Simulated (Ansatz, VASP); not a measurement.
# Pd: VASP beside Ansatz

Contents of INCAR:

```
SYSTEM = Pd
PREC     = Accurate       ! precision mode
ENCUT    = 520            ! plane-wave cutoff, eV
EDIFF    = 1E-8           ! SCF threshold, eV
ISMEAR   = -1             ! smearing method
SIGMA    = 0.05           ! smearing width, eV
LREAL    = .False.        ! projectors in reciprocal space
LASPH    = .True.         ! aspherical terms in the spheres
NELM     = 100            ! most SCF steps
ALGO     = Normal         ! electronic algorithm
ISIF     = 2              ! what is computed and relaxed
LWAVE    = .False.        ! write WAVECAR
LCHARG   = .False.        ! write CHGCAR
GGA      = PE             ! functional
LEFG     = .True.       
NBANDS   = 11             ! bands
```

The input KPOINTS:

```
Automatic mesh
0
Gamma
  18 18 18
  0 0 0
```

File POSCAR:

```
Pd
1.0
    0.0000000000      1.9318465866      1.9318465866
    1.9318465866      0.0000000000      1.9318465866
    1.9318465866      1.9318465866      0.0000000000
Pd
1
Direct
    0.0000000000      0.0000000000      0.0000000000
```

Input for Ansatz:

```yaml
crystal:
  lattice:
    - [0.0, 1.9318465866, 1.9318465866]
    - [1.9318465866, 0.0, 1.9318465866]
    - [1.9318465866, 1.9318465866, 0.0]
  atoms:
    - { symbol: Pd, position: [0.0, 0.0, 0.0] }
kpoints:
  mp_grid: { grid: [18, 18, 18] }
scf:
  occupations: { method: fermi_dirac, width: 0.05 }
hamiltonian:
  xc: pbe
  pseudopotentials: { kind: paw }
output:
  forces: true
  stress: true
  eigenvalues: true
  efg: { contact_densities: true }
```

Change from the starting cell: volume scaled by 0.98, PAW files.

Alike in both runs: task electric field gradients; functional PBE; k mesh 18 × 18 × 18; occupations fermi-dirac, width 0.05 eV; no spin polarisation.

```csv
,VASP,Ansatz
version,VASP 6.6.1,Ansatz 0.2.0
potentials or method,"VASP PAW PBE potentials, release 64 (Pd)","PAW with Ansatz's default frozen-core files, scalar-relativistic"
plane-wave cutoff (eV),520,420
valence electrons in the cell,10,18
```

|  | VASP | Ansatz | Ansatz less VASP |
| --- | --- | --- | --- |
| pressure (GPa) | 11.7 | 12.1 | +0.38 |

VASP's potentials hold 10 valence electrons a cell and Ansatz's 18, so a difference there can come from the potentials and not from the codes.
